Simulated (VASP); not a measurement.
**GdO: single point with r2SCAN+U**

Crystal: GdO.

```xyz
2
Lattice="0.0000 2.6798 2.6798 2.6798 0.0000 2.6798 2.6798 2.6798 0.0000" Properties=species:S:1:pos:R:3 pbc="T T T"
Gd    0.0000    0.0000    0.0000
O     1.3399    1.3399    1.3399
```

```
Program                : VASP 6.6.1
Task                   : single point
Functional             : r2SCAN
Potentials or basis    : VASP PAW PBE potentials, release 64 (Gd, O)
Cutoff                 : 800 eV
k mesh                 : 12 × 12 × 12
Occupations            : gaussian, width 0.05 eV
Spin                   : collinear spin, ferromagnetic start
Starting moments       : [7.0, 0.0] μB
Hubbard terms          : Gd f U = 1.0 eV
Dipole correction      : no
Further INCAR settings : ALGO = Normal; EDIFF = 1e-06; NBANDS = 23
```

* Pressure: 0.2 GPa
* Net moment: 7.94 μB per cell
* Site moments: Gd +7.00; O +0.02 μB
* Valence electrons inside the program's atomic spheres: Gd 15.19; O 5.04

Levels at points of the mesh, in eV from the Fermi level:
Spin up:
| k point | band 14 | band 15 | band 16 | band 17 | band 18 | band 19 |
| --- | --- | --- | --- | --- | --- | --- |
| (0.00, 0.00, 0.00) | -5.65 | -5.65 | -2.38 | 2.86 | 2.86 | 4.75 |
| (0.50, 0.00, 0.00) | -5.31 | -5.31 | -0.01 | 2.70 | 2.70 | 3.42 |
| (0.50, 0.50, 0.00) | -4.63 | -4.63 | -1.19 | 1.28 | 4.45 | 4.83 |
Spin down:
| k point | band 4 | band 5 | band 6 | band 7 | band 8 | band 9 | band 10 | band 11 | band 12 | band 13 |
| --- | --- | --- | --- | --- | --- | --- | --- | --- | --- | --- |
| (0.00, 0.00, 0.00) | -21.23 | -20.52 | -5.77 | -5.77 | -5.77 | -0.77 | 1.74 | 1.74 | 1.74 | 1.99 |
| (0.50, 0.00, 0.00) | -21.34 | -19.01 | -5.35 | -5.35 | -5.24 | 1.23 | 1.59 | 1.75 | 1.75 | 1.91 |
| (0.50, 0.50, 0.00) | -21.51 | -18.62 | -6.28 | -4.60 | -4.60 | 1.17 | 1.31 | 1.76 | 1.82 | 1.82 |

Eigenvalues of the final occupation matrices:
| site | spin | trace | eigenvalues |
| --- | --- | --- | --- |
| site 1 f | 1 | 6.94 | 0.99 0.99 0.99 0.99 0.99 0.99 1.00 |
| site 1 f | 2 | 0.04 | 0.00 0.00 0.00 0.00 0.00 0.00 0.01 |

Wall time 22 min on 1 thread of Intel Xeon 8259CL (shared host), peak memory 0.41 GiB.

Caveat: the PAW data sets were made with another functional, which shifts forces and pressure a little; spin-orbit coupling is left out, which moves the levels of the heavy elements; a cell with one magnetic atom can't hold antiferromagnetic order, which such compounds often take. The state reached can hang on the start; a lower one may exist.
